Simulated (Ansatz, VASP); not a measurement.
**One calculation of AlO2, two programs**

The input INCAR:

```
ALGO     = Normal         # electronic algorithm
EDIFF    = 1E-7           # SCF threshold, eV
EDIFFG   = -0.01          # ionic threshold
ENCUT    = 600            # plane-wave cutoff, eV
GGA      = PE             # functional
IBRION   = 2              # ionic algorithm
ISIF     = 3              # what is computed and relaxed
ISMEAR   = 0              # smearing method
ISPIN    = 2              # spin polarisation
KPAR     = 4            
LASPH    = True           # aspherical terms in the spheres
LCHARG   = False          # write CHGCAR
LORBIT   = 11             # projections on sites
LREAL    = False          # projectors in reciprocal space
LWAVE    = False          # write WAVECAR
MAGMOM   = 0 1.14 0       # initial moments
NELM     = 150            # most SCF steps
NSW      = 100            # ionic steps
PREC     = Accurate       # precision mode
SIGMA    = 0.1            # smearing width, eV
```

The input KPOINTS:

```
k-points
0
Gamma
  18 18 10
```

The input POSCAR:

```
AlO2
1.0
    2.6140061791      0.0000000000      0.0000000000
    0.0000000000      2.6140061791      0.0000000000
    0.0000000000      0.0000000000      4.6457734429
Al O
1 2
Direct
    0.5000000000      0.5000000000      0.5000000000
    0.0000000000      0.0000000000      0.0000000000
    0.0000000000      0.0000000000      0.5000000000
```

Input for Ansatz:

```yaml
crystal:
  lattice:
    - [2.6140061791, 0.0, 0.0]
    - [0.0, 2.6140061791, 0.0]
    - [0.0, 0.0, 4.6457734429]
  atoms:
    - { symbol: Al, position: [0.5, 0.5, 0.5] }
    - { symbol: O, position: [0.0, 0.0, 0.0], spin: 1.14 }
    - { symbol: O, position: [0.0, 0.0, 0.5] }
basis:
  ecutwfc: 420
kpoints:
  mp_grid: { grid: [18, 18, 10] }
hamiltonian:
  xc: pbe
scf:
  occupations: { method: gaussian, width: 0.1 }
output:
  forces: true
  stress: true
  eigenvalues: true
  populations: true
  write_density: true
  write_potential: true
  elf: true
  volumetric_format: npy
magnetization:
  spin_polarized: true
relax:
  adjacent_minimum: "off"
  f_tol: 0.01
  max_steps: 80
  cell: { stress_tol: 0.05 }
```

Alike in both runs: task relaxation of cell and atoms; functional PBE; k mesh 18 × 18 × 10; occupations gaussian, width 0.1 eV; collinear spin.

|  | VASP | Ansatz |
| --- | --- | --- |
| version | VASP 6.6.1 | Ansatz 0.2.0 |
| potentials or method | VASP PAW PBE potentials, release 64 (Al, O), cutoff 600 eV | scalar-relativistic, plane waves, PAW |
| valence electrons in the cell | 15 | 15 |

VASP gave:

```
gap on the k mesh at the Fermi level, each at its own relaxed structure (eV)  : none
net moment per atom (μB)                                                      : 0.33
size of the moment on the site where the two differ most (μB)                 : 0.91
relaxed volume (Å³/atom)                                                      : 10.77
relaxed length of the cell vector where the two differ most in proportion (Å) : 4.679
```

Q: Which values does Ansatz return?

A: gap on the k mesh at the Fermi level, each at its own relaxed structure (eV): none; net moment per atom (μB): 0.33; size of the moment on the site where the two differ most (μB): 1.03; relaxed volume (Å³/atom): 10.79; relaxed length of the cell vector where the two differ most in proportion (Å): 4.685.

Site moments also hang on the region over which each program counts them. A gap of «none» marks a metal or a gap that the smearing closes.
